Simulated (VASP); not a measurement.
Wanted: the native input for a VASP 6.6.1 run.

- Task: relaxation of cell and atoms
- Functional: PBE
- Potentials or basis: VASP PAW PBE potentials, release 64 (Be)
- Cutoff: 600 eV
- k mesh: 6 × 6 × 6
- Occupations: gaussian, width 0.1 eV
- Spin: no spin polarisation
- Dipole correction: no
- Further INCAR settings: ALGO = Normal; EDIFF = 1e-06; IBRION = 2; EDIFFG = -0.04; NSW = 90; ISIF = 3

The structure of Be lies in POSCAR:

```
Be
1.0
    3.7990053077      2.1933567370      0.9939165961
   -3.7990053077      2.1933567370      0.9939165961
    0.0000000000     -4.3867134740      0.9939165961
Be
6
Direct
    0.5845000000      0.3510000000      0.2465000000
    0.2465000000      0.5845000000      0.3510000000
    0.3510000000      0.2465000000      0.5845000000
    0.4155000000      0.6490000000      0.7535000000
    0.7535000000      0.4155000000      0.6490000000
    0.6490000000      0.7535000000      0.4155000000
```

One way to write it, as run:

INCAR

```
SYSTEM = Be
  PREC = Accurate
  ENCUT = 600
  EDIFF = 1E-6
  ISMEAR = 0
  SIGMA = 0.1
  LREAL = .FALSE.
  LASPH = .TRUE.
  NELM = 100
  ALGO = Normal
  ISIF = 3
  LWAVE = .FALSE.
  LCHARG = .FALSE.
  GGA = PE
  IBRION = 2
  NSW = 90
  EDIFFG = -0.04
```

KPOINTS

```
Automatic mesh
0
G
  6 6 6
  0 0 0
```

Potentials or basis: VASP PAW PBE potentials, release 64 (Be).

The run is started by

```sh
$ cat potpaw_PBE.64/Be/POTCAR > POTCAR
$ mpirun -np 1 vasp_std > vasp.out
```

It gave:

```
Relaxed volume                        : 8.78 Å³/atom
Relaxed cell                          : a = 5.365 Å, b = 5.365 Å, c = 5.365 Å, α = 118.24°, β = 118.24°, γ = 118.24°
Space group after relaxing (to 0.1 Å) : R-3 (No. 148)
Energy gained by relaxing             : 2944.8 meV/atom
Ionic steps                           : 18
Pressure after relaxing               : -0.4 GPa
Largest force after relaxing          : 0.012 eV/Å
Band gap on the k mesh                : zero (bands 6 and 7 overlap by 4.64 eV)
```

Caveat: the k points lie up to 0.50 Å⁻¹ apart in the final cell, too coarse for converged energies and pressures of a metal; a cell axis changed by over 15 % at a fixed basis, so the end point is rough.

It took 4 min on 1 thread of Intel(R) Xeon(R) Platinum 8259CL CPU @ 2.50GHz (Skylake/Cascade Lake), on a shared host, peak memory 0.21 GiB.
